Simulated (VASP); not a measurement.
A run of VASP 6.6.1 is set up as follows.

INCAR

```
PREC     = Accurate       # precision mode
ENCUT    = 600            # plane-wave cutoff, eV
EDIFF    = 1E-6           # SCF threshold, eV
ISMEAR   = -1             # smearing method
SIGMA    = 0.05           # smearing width, eV
LREAL    = F              # projectors in reciprocal space
LASPH    = T              # aspherical terms in the spheres
NELM     = 80             # most SCF steps
ALGO     = Fast           # electronic algorithm
ISIF     = 3              # what is computed and relaxed
LWAVE    = F              # write WAVECAR
LCHARG   = F              # write CHGCAR
GGA      = PS             # functional
IBRION   = 2              # ionic algorithm
NSW      = 60             # ionic steps
EDIFFG   = -0.01          # ionic threshold
PSTRESS  = 50.0
```

KPOINTS

```
regular mesh
0
Gamma
  9 9 3
```

The input POSCAR:

```
Pb
1.0
    3.5243661423      0.0000000000      0.0000000000
   -1.7621830712      3.0521906115      0.0000000000
    0.0000000000      0.0000000000     11.4952418100
Pb
4
Direct
    0.6666666667      0.3333333333      0.7500000000
    0.0000000000      0.0000000000      0.5000000000
    0.3333333333      0.6666666667      0.2500000000
    0.0000000000      0.0000000000      0.0000000000
```

Potentials or basis: VASP PAW PBE potentials, release 64 (Pb_d).

Launch:

```bash
$ cat potpaw_PBE.64/Pb_d/POTCAR > POTCAR
$ mpirun -np 1 vasp_std > vasp.out
```

**Question.** Predict the space group after relaxing (to 0.05 Å).

**Answer.** P6_3/mmc (No. 194).

**Question.** Predict the band gap on the k mesh.

**Answer.** Zero (band 28 reaches 14.56 eV, above the bottom of band 29 at 5.90 eV).

**Question.** What does it give for the relaxed cell?

**Answer.** a = 3.382 Å, b = 3.382 Å, c = 11.097 Å, α = 90.00°, β = 90.00°, γ = 120.00°.

**Question.** Predict the relaxed volume.

**Answer.** 27.48 Å³/atom.

Final structure:
```
CELL_PARAMETERS angstrom
3.38181 0.00000 0.00000
-1.69090 2.92873 0.00000
0.00000 0.00000 11.09711
ATOMIC_POSITIONS crystal
Pb 0.66667 0.33333 0.75000
Pb 0.00000 0.00000 0.50000
Pb 0.33333 0.66667 0.25000
Pb 0.00000 0.00000 0.00000
```

Caveat: the cell is relaxed towards a set pressure, so the enthalpy falls and the energy may rise; the PAW data sets were made with another functional, which shifts forces and pressure a little; spin-orbit coupling is left out, which moves the levels of the heavy elements.
